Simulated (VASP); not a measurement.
# Be (Im-3m) in VASP: notebook

Runs on Be. Level: PBE. Tasks: relaxation of cell and atoms.

Everything below comes from runs of VASP 6.6.1. Logs are shortened: lines on timing, memory, paths and dates and some standing lists are left out, and cuts for length are marked.

**1. The cell of the first run**

The structure is cubic, space group Im-3m (No. 229). The conventional cell has a = 1.890 Å, b = 1.890 Å, c = 1.890 Å, α = 90.00°, β = 90.00°, γ = 90.00°. Be (site symmetry m-3m) has 14 Be at 1.64 to 1.89 Å within 2.2 Å.

This isn't the form of Be at room conditions, which is hcp.

**2. Relaxation of cell and atoms, PBE, target pressure 420 GPa, at which the enthalpy is minimised**

INCAR reads:

```
SYSTEM = Be
PREC = Accurate ; ENCUT = 600
EDIFF = 1E-6 ; ISMEAR = -1
SIGMA = 0.08 ; LREAL = .FALSE.
LASPH = .TRUE. ; NELM = 60
ALGO = Normal ; ISIF = 3
LWAVE = .FALSE. ; LCHARG = .FALSE.
GGA = PE ; IBRION = 2
NSW = 60 ; EDIFFG = -0.005
PSTRESS = 4200.0
```

KPOINTS reads:

```
Automatic mesh
0
G
  28 28 28
  0 0 0
```

POSCAR reads:

```
Be
1.0
   -0.9452050294      0.9452050294      0.9452050294
    0.9452050294     -0.9452050294      0.9452050294
    0.9452050294      0.9452050294     -0.9452050294
Be
1
Direct
    0.0000000000      0.0000000000      0.0000000000
```

Potentials or basis: VASP PAW PBE potentials, release 64 (Be).

Run with:

```console
$ cat potpaw_PBE.64/Be/POTCAR > POTCAR
$ mpirun -np 1 vasp_std > vasp.out
```

OUTCAR:

```text
SYSTEM = Be
   PREC = Accurate
   ENCUT = 600
   EDIFF = 1E-6
   ISMEAR = -1
   LREAL = .FALSE.
   LASPH = .TRUE.
   NELM = 60
   ISIF = 3
   GGA = PE
   IBRION = 2
   NSW = 60
   EDIFFG = -0.005
   PSTRESS = 4200.0

 ion  position               nearest neighbor table
   1  0.000  0.000  0.000-

  LATTYP: Found a body centered cubic cell.
 ALAT       =     1.8904100588

  Lattice vectors:

 A1 = (  -0.9452050294,   0.9452050294,   0.9452050294)
 A2 = (   0.9452050294,  -0.9452050294,   0.9452050294)
 A3 = (   0.9452050294,   0.9452050294,  -0.9452050294)

Analysis of symmetry for initial positions (statically):
=====================================================================
 Subroutine PRICEL returns:
 Original cell was already a primitive cell.

 Routine SETGRP: Setting up the symmetry group for a
 body centered cubic supercell.

 Subroutine GETGRP returns: Found 48 space group operations
 (whereof 48 operations were pure point group operations)
 out of a pool of 48 trial point group operations.

The static configuration has the point symmetry O_h .

Analysis of symmetry for dynamics (positions and initial velocities):
=====================================================================
 Subroutine PRICEL returns:
 Original cell was already a primitive cell.

 Routine SETGRP: Setting up the symmetry group for a
 body centered cubic supercell.

 Subroutine GETGRP returns: Found 48 space group operations
 (whereof 48 operations were pure point group operations)
 out of a pool of 48 trial point group operations.

The dynamic configuration has the point symmetry O_h .

 Subroutine INISYM returns: Found 48 space group operations
 (whereof 48 operations are pure point group operations),
 and found     1 'primitive' translations

----------------------------------------------------------------------------------------

                                     Primitive cell

  volume of cell :       3.3778

  direct lattice vectors                    reciprocal lattice vectors
    -0.945205029  0.945205029  0.945205029     0.000000000  0.528985759  0.528985759
     0.945205029 -0.945205029  0.945205029     0.528985759  0.000000000  0.528985759
     0.945205029  0.945205029 -0.945205029     0.528985759  0.528985759  0.000000000

  length of vectors
     1.637143134  1.637143134  1.637143134     0.748098835  0.748098835  0.748098835

  position of ions in fractional coordinates (direct lattice)
     0.000000000  0.000000000  0.000000000

  ion indices of the primitive-cell ions
   primitive index   ion index
                 1           1

----------------------------------------------------------------------------------------

 KPOINTS: Automatic mesh

Automatic generation of k-mesh.
 Grid dimensions read from file:
 generate k-points for:   28   28   28

 Generating k-lattice:

  Cartesian coordinates                     Fractional coordinates (reciprocal lattice)
     0.000000000  0.018892349  0.018892349     0.035714286  0.000000000  0.000000000
     0.018892349  0.000000000  0.018892349     0.000000000  0.035714286  0.000000000
     0.018892349  0.018892349  0.000000000     0.000000000  0.000000000  0.035714286

  Length of vectors
     0.026717816  0.026717816  0.026717816

  Shift w.r.t. Gamma in fractional coordinates (k-lattice)
     0.000000000  0.000000000  0.000000000

 Subroutine IBZKPT returns following result:
 ===========================================

 Found    624 irreducible k-points:

 Following reciprocal coordinates:
            Coordinates               Weight
  0.000000  0.000000  0.000000      1.000000
  0.035714  0.000000  0.000000     12.000000
  0.071429  0.000000  0.000000     12.000000
  0.107143  0.000000  0.000000     12.000000
  0.142857  0.000000  0.000000     12.000000
  0.178571  0.000000  0.000000     12.000000
[... 16 lines left out ...]
  0.285714  0.035714  0.000000     48.000000
  0.321429  0.035714  0.000000     48.000000
 [... further k-points ...]
   k-points           NKPTS =    624   k-points in BZ     NKDIM =    624   number of bands    NBANDS=      5
   number of dos      NEDOS =    301   number of ions     NIONS =      1
   total plane-waves  NPLWV =   2744
   dimension x,y,z NGX =    14 NGY =   14 NGZ =   14
   dimension x,y,z NGXF=    28 NGYF=   28 NGZF=   28
   ions per type =               1
   NGX,Y,Z   is equivalent  to a cutoff of  14.22, 14.22, 14.22 a.u.
   NGXF,Y,Z  is equivalent  to a cutoff of  28.43, 28.43, 28.43 a.u.
 SYSTEM =  Be
   PREC   = accura    normal or accurate (medium, high low for compatibility)
   ISTART =      0    job   : 0-new  1-cont  2-samecut
   ICHARG =      2    charge: 1-file 2-atom 10-const
   ISPIN  =      1    spin polarized calculation?
   LNONCOLLINEAR =      F non collinear calculations
   LSORBIT =      F    spin-orbit coupling
   LASPH  =      T    aspherical Exc in radial PAW
   ENCUT  =  600.0 eV  44.10 Ry    6.64 a.u.   3.27  3.27  3.27*2*pi/ulx,y,z
   NELM   =     60;   NELMIN=  2; NELMDL= -5     # of ELM steps
   EDIFF  = 0.1E-05   stopping-criterion for ELM
   LREAL  =      F    real-space projection
   EDIFFG = -.5E-02   stopping-criterion for IOM
   NSW    =     60    number of steps for IOM
   IBRION =      2    ionic relax: 0-MD 1-quasi-New 2-CG
   NFREE  =      1    steps in history (QN), initial steepest desc. (CG)
   ISIF   =      3    stress and relaxation
   ISYM   =      2    0-nonsym 1-usesym 2-fastsym
   POTIM  = 0.5000    time-step for ionic-motion
   TEBEG  =    0.0;   TEEND  =   0.0 temperature during run
   PSTRESS= 4200.0 pullay stress
   NELECT =       2.0000    total number of electrons
   NUPDOWN=      -1.0000    fix difference up-down
   EMIN   =  10.00;   EMAX   =-10.00  energy-range for DOS
   EFERMI =   0.00;   METHOD = LEGACY
   ISMEAR =    -1;   SIGMA  =   0.08  broadening in eV -4-tet -1-fermi 0-gaus
   EFERMI_NEDOS =   21; number of points for ismear=-14 and -15
   IALGO  =     38    algorithm
   IMIX   =      4    mixing-type and parameters
     AMIX     =   0.40;   BMIX     =  1.00
     AMIX_MAG =   1.60;   BMIX_MAG =  1.00
  volume/ion in A,a.u.               =       3.38        22.79
  Fermi-wavevector in a.u.,A,eV,Ry     =   1.374692  2.597792 25.712000  1.889779
  Thomas-Fermi vector in A             =   2.500096
   LORBIT       =      0    0 simple, 1 ext, 2 COOP (PROOUT), +10 PAW based schemes
   GGA     = PE    functional components
   LHFCALC =     F    Hartree Fock is set to
   AEXX    =    0.0000 exact exchange contribution
   IVDW    =     0    specifies the selected vdW correction
   LEPSILON=     F    determine dielectric tensor
   LRPA    =     F    only Hartree local field effects (RPA)
 conjugate gradient relaxation of ions
 non-spin polarized calculation
  energy-cutoff  :      600.00
  volume of cell :        3.38
 maximum number of plane-waves:       135
 NGX is ok and might be reduce to    14
   NGX =  7   NGY =  7   NGZ =  7

--------------------------------------- Ionic step        1  -------------------------------------------

 number of electron       2.0000000 magnetization

 Free energy of the ion-electron system (eV)
  ---------------------------------------------------
  ext. energy  EPLUGINS =         0.00000000
  ---------------------------------------------------
  free energy    TOTEN  =        -0.55525356 eV

  energy without entropy =       -0.55342787  energy(sigma->0) =       -0.55434072

------------------------ aborting loop because EDIFF is reached ----------------------------------------

  FORCE on cell =-STRESS in cart. coord.  units (eV):
  Direction    XX          YY          ZZ          XY          YZ          ZX
  --------------------------------------------------------------------------------------
  -------------------------------------------------------------------------------------
  Total        8.8243109      8.8243109      8.8243109      0.0000000      0.0000000     -0.0000000
  in kB     4185.5575884   4185.5575884   4185.5575884      0.0000000      0.0000000     -0.0000000
  external PRESSURE =     -14.4424116 kB  Pullay stress =    4200.0000000 kB
[... 59 lines left out ...]
  enthalpy is  TOTEN    =         8.2996121515 eV   P V=        8.8157959846

--------------------------------------- Ionic step        3  -------------------------------------------

 number of electron       2.0000000 magnetization

 Free energy of the ion-electron system (eV)
  ---------------------------------------------------
  ext. energy  EPLUGINS =         0.00000000
  ---------------------------------------------------
  free energy    TOTEN  =        -0.54416606 eV

  energy without entropy =       -0.54234190  energy(sigma->0) =       -0.54325398

 E-fermi :  17.7105     XC(G=0): -13.7926

 val. band max:       17.6724990245   @ k =  -0.4643   0.4643   0.3571
 cond. band min:      17.7394532813   @ k =   0.3214   0.2857   0.0000
 fundamental gap:      0.0669542568
 Fermi energy:        17.7104844527

 k-point     1 :       0.0000    0.0000    0.0000
  band No.  band energies     occupation
      1       0.8224      2.00000
      2      55.7072      0.00000
      3      55.7072      0.00000
      4      55.7072      0.00000
      5      71.0999      0.00000

 k-point     2 :       0.0357    0.0000    0.0000
  band No.  band energies     occupation
      1       0.8675      2.00000
      2      55.2296      0.00000
      3      55.2498      0.00000
      4      55.5636      0.00000
      5      69.6528      0.00000
[... 169 lines left out ...]
 k-point    24 :       0.3214    0.0357    0.0000
  band No.  band energies     occupation
      1       5.1741      2.00000
      2      29.5895      0.00000
      3      43.2748      0.00000
      4      47.2568      0.00000
      5      55.7454      0.00000

 [... further k-points ...]

------------------------ aborting loop because EDIFF is reached ----------------------------------------

  FORCE on cell =-STRESS in cart. coord.  units (eV):
  Direction    XX          YY          ZZ          XY          YZ          ZX
  --------------------------------------------------------------------------------------
  -------------------------------------------------------------------------------------
  Total        8.8447685      8.8447685      8.8447685     -0.0000000      0.0000000      0.0000000
  in kB     4200.5299928   4200.5299928   4200.5299928     -0.0000000      0.0000000      0.0000000
  external PRESSURE =       0.5299928 kB  Pullay stress =    4200.0000000 kB
[... 16 lines left out ...]
  FREE ENERGIE OF THE ION-ELECTRON SYSTEM (eV)
  ---------------------------------------------------
  free  energy   TOTEN  =        -0.5441660618 eV

  energy  without entropy=       -0.5423419001  energy(sigma->0) =       -0.54325398

  enthalpy is  TOTEN    =         8.2994864570 eV   P V=        8.8436525188

 reached required accuracy - stopping structural energy minimisation
```

Wall time 16 s (1 thread of Intel Xeon Platinum 8259CL at 2.50GHz (Skylake/Cascade Lake), shared host); peak memory 0.12 GiB.

Results:

```
Free energy                                                : -0.5442 eV
Relaxed volume                                             : 3.37 Å³/atom
Relaxed cell                                               : a = 1.636 Å, b = 1.636 Å, c = 1.636 Å, α = 109.47°, β = 109.47°, γ = 109.47°
Space group after relaxing (to 0.1 Å)                      : Im-3m (No. 229)
Energy change on relaxing (the run minimises the enthalpy) : +11.1 meV/atom
Ionic steps                                                : 3
Pressure after relaxing                                    : 420.1 GPa
Band gap on the k mesh                                     : zero (bands 1 and 2 overlap by 10.37 eV)
```

The path:
```csv
step,energy change (eV),largest force (eV/Å),pressure (GPa),volume (Å³)
1,0.0000,0.0000,418.56,3.38
2,0.0391,0.0000,423.84,3.36
3,0.0111,0.0000,420.05,3.37
```

Final structure:
```
Be
1.0
    -0.94481    0.94481    0.94481
     0.94481   -0.94481    0.94481
     0.94481    0.94481   -0.94481
Be
1
Cartesian
  0.9448 0.9448 -0.9448
```

Caveat: the cell is relaxed towards a set pressure, so the run minimises the enthalpy, not the energy.

**3. Relaxation of cell and atoms, PBE, target pressure 420 GPa, at which the enthalpy is minimised**

This run uses another cell than the first one, of 3.36 Å³/atom.

INCAR reads:

```
  ALGO = Normal
  EDIFF = 1E-6
  EDIFFG = -0.005
  ENCUT = 600
  GGA = PE
  IBRION = 2
  ISIF = 3
  ISMEAR = -1
  LASPH = T
  LCHARG = F
  LREAL = F
  LWAVE = F
  NELM = 60
  NSW = 32
  PREC = Accurate
  PSTRESS = 4200.0
  SIGMA = 0.08
```

KPOINTS reads:

```
k-points
0
Gamma
  28 28 28
```

POSCAR reads:

```
Be
1.0
   -0.9439582202      0.9439582202      0.9439582202
    0.9439582202     -0.9439582202      0.9439582202
    0.9439582202      0.9439582202     -0.9439582202
Be
1
Direct
    0.0000000000      0.0000000000      0.0000000000
```

Potentials or basis: VASP PAW PBE potentials, release 64 (Be).

Run with:

```console
$ cat potpaw_PBE.64/Be/POTCAR > POTCAR
$ mpirun -np 1 vasp_std > vasp.out
```

Wall time 16 s (1 thread of Intel Xeon Platinum 8259CL at 2.50GHz (Skylake/Cascade Lake), shared host); peak memory 0.12 GiB.

The run converged. Its results:

```yaml
Free_energy: -0.5442 eV
Relaxed_volume: 3.37 Å³/atom
Relaxed_cell: a = 1.636 Å, b = 1.636 Å, c = 1.636 Å, α = 109.47°, β = 109.47°, γ = 109.47°
Space_group_after_relaxing_to_0.1_Å: Im-3m (No. 229)
Energy_change_on_relaxing_the_run_minimises_the_enthalpy: -24.0 meV/atom
Ionic_steps: 3
Pressure_after_relaxing: 420.0 GPa
Band_gap_on_the_k_mesh: zero (bands 1 and 2 overlap by 10.37 eV)
```

Step by step:
| step | energy change (eV) | largest force (eV/Å) | pressure (GPa) | volume (Å³) |
| --- | --- | --- | --- | --- |
| 1 | 0.0000 | 0.0000 | 423.30 | 3.36 |
| 2 | -0.0882 | 0.0000 | 411.40 | 3.40 |
| 3 | -0.0240 | 0.0000 | 420.04 | 3.37 |

Final structure:
```
CELL_PARAMETERS angstrom
-0.94481 0.94481 0.94481
0.94481 -0.94481 0.94481
0.94481 0.94481 -0.94481
ATOMIC_POSITIONS crystal
Be 0.00000 0.00000 0.00000
```

Levels at points of the mesh, in eV from the Fermi level:
```tsv
k point	band 1	band 2	band 3	band 4
(0.00, 0.00, 0.00)	-16.89	38.00	38.00	38.00
(0.50, 0.00, 0.00)	-9.63	4.74	23.74	28.77
(0.50, 0.50, 0.50)	7.71	7.71	7.71	15.40
```

Caveat: the cell is relaxed towards a set pressure, so the run minimises the enthalpy, not the energy.
